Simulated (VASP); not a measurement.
Set up this calculation in VASP 6.6.1, as the native input.

```
Task                   : single point
Functional             : PBEsol
Dispersion             : D3(BJ)
Potentials or basis    : VASP PAW PBE potentials, release 64 (In_d, Se)
Cutoff                 : 520 eV
k mesh                 : 12 × 12 × 12
Occupations            : gaussian, width 0.03 eV
Spin                   : no spin polarisation
Dipole correction      : no
Further INCAR settings : ALGO = Normal; EDIFF = 1e-07; NBANDS = 27
```

The structure of InSe lies in POSCAR:

```
InSe
1.0
    2.0599996398      1.1893413466      8.3166700000
   -2.0599996398      1.1893413466      8.3166700000
    0.0000000000     -2.3786826932      8.3166700000
In Se
2 2
Direct
    0.0000000000      0.0000000000      0.0000000000
    0.1122000000      0.1122000000      0.1122000000
    0.6155000000      0.6155000000      0.6155000000
    0.8300000000      0.8300000000      0.8300000000
```

This cell differs from its parent crystal: strain +0.030 along x and y, +0.000 along z.

These files were run (other wordings do the same):

INCAR

```
SYSTEM = InSe
  PREC = Accurate
  ENCUT = 520
  EDIFF = 1E-7
  ISMEAR = 0
  SIGMA = 0.03
  LREAL = .FALSE.
  LASPH = .TRUE.
  NELM = 60
  ALGO = Normal
  ISIF = 2
  LWAVE = .FALSE.
  LCHARG = .FALSE.
  GGA = PS
  IVDW = 12
  NBANDS = 27
```

KPOINTS

```
Automatic mesh
0
G
  12 12 12
  0 0 0
```

Potentials or basis: VASP PAW PBE potentials, release 64 (In_d, Se).

Launch:

```sh
$ cat potpaw_PBE.64/In_d/POTCAR potpaw_PBE.64/Se/POTCAR > POTCAR
$ mpirun -np 1 vasp_std > vasp.out
```

Results of the run:

```json
{
  "Pressure": "-3.9 GPa",
  "Largest force": "0.347 eV/Å",
  "Band gap on the k mesh": "0.10 eV",
  "Dispersion energy per atom": "-0.277 eV"
}
```

Caveat: the cell differs from its parent crystal (strain +0.030 along x and y, +0.000 along z); the cell stands under tension; the PAW data sets were made with another functional, which shifts forces and pressure a little; spin-orbit coupling is left out, which moves the levels of the heavy elements.

Run time: 33 min on 1 thread of Intel(R) Xeon(R) Platinum 8259CL CPU @ 2.50GHz (Skylake/Cascade Lake) (shared host), peak memory 0.92 GiB.
